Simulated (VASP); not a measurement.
A run of VASP 6.6.1:

INCAR

```
SYSTEM = Pd
PREC = Accurate ; ENCUT = 600
EDIFF = 1E-7 ; ISMEAR = 0
SIGMA = 0.1 ; LREAL = .False.
LASPH = .True. ; NELM = 100
ALGO = Normal ; ISIF = 3
LWAVE = .False. ; LCHARG = .False.
GGA = PS ; IBRION = 2
NSW = 70 ; EDIFFG = -0.008
PSTRESS = 100.0
```

Contents of KPOINTS:

```
regular mesh
0
Gamma
  18 18 6
  0 0 0
```

The input POSCAR:

```
Pd
1.0
    2.6919790255      0.0000000000      0.0000000000
   -1.3459895128      2.3313222226      0.0000000000
    0.0000000000      0.0000000000      8.8857249329
Pd
4
Direct
    0.0000000000      0.0000000000      0.0000000000
    0.3333333333      0.6666666667      0.2500000000
    0.0000000000      0.0000000000      0.5000000000
    0.6666666667      0.3333333333      0.7500000000
```

Potentials or basis: VASP PAW PBE potentials, release 64 (Pd).

Command:

```sh
$ cat potpaw_PBE.64/Pd/POTCAR > POTCAR
$ mpirun -np 1 vasp_std > vasp.out
```

Hardware: 1 thread of Intel(R) Xeon(R) Platinum 8488C (Sapphire Rapids), on a shared host.

How long does it take, and how much memory?

Wall time 3.6 min on 1 thread of Intel(R) Xeon(R) Platinum 8488C (Sapphire Rapids), with other jobs on the host, peak memory 0.34 GiB. Counts: scf iterations 29, k points 148, ion steps 3.
